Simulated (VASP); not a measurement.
Wanted: the native input for a VASP 6.6.1 run.

- Task: single point
- Functional: LDA
- Potentials or basis: VASP PAW LDA potentials, release 64 (Cr_pv)
- Cutoff: 520 eV
- k mesh: 18 × 18 × 18
- Occupations: fermi-dirac, width 0.05 eV
- Spin: collinear spin, antiferromagnetic start
- Starting moments: [1.453, -1.453] μB
- Dipole correction: no
- Further INCAR settings: ALGO = Normal; EDIFF = 1e-06; NBANDS = 23

The structure of Cr lies in POSCAR:

```
Cr
1.0
    0.0000000000      2.5054137980      2.5054137980
    2.5054137980      0.0000000000      2.5054137980
    2.5054137980      2.5054137980      0.0000000000
Cr
2
Direct
    0.1250000000      0.1250000000      0.1250000000
    0.8750000000      0.8750000000      0.8750000000
```

One way to write it, as run:

INCAR

```
SYSTEM = Cr
  PREC = Accurate
  ENCUT = 520
  EDIFF = 1E-6
  ISMEAR = -1
  SIGMA = 0.05
  LREAL = .FALSE.
  LASPH = .TRUE.
  NELM = 150
  ALGO = Normal
  ISIF = 2
  LWAVE = .FALSE.
  LCHARG = .FALSE.
  ISPIN = 2
  MAGMOM = 1.453 -1.453
  LORBIT = 11
  LMAXMIX = 4
  NBANDS = 23
```

KPOINTS

```
Automatic mesh
0
G
  18 18 18
  0 0 0
```

Potentials or basis: VASP PAW LDA potentials, release 64 (Cr_pv).

Launch:

```sh
$ cat potpaw_LDA.64/Cr_pv/POTCAR > POTCAR
$ mpirun -np 1 vasp_std > vasp.out
```

It gave:

The pressure is -0.7 GPa, the band gap on the k mesh is zero (filled and empty bands overlap) and the net moment is 0.00 μB per cell. The site moments are Cr +1.41, -1.41 μB and the valence electrons inside the program's atomic spheres are Cr 11.21.

It took 2.7 min on 1 thread of Intel(R) Xeon(R) Platinum 8488C (Sapphire Rapids) (shared host), peak memory 0.29 GiB.
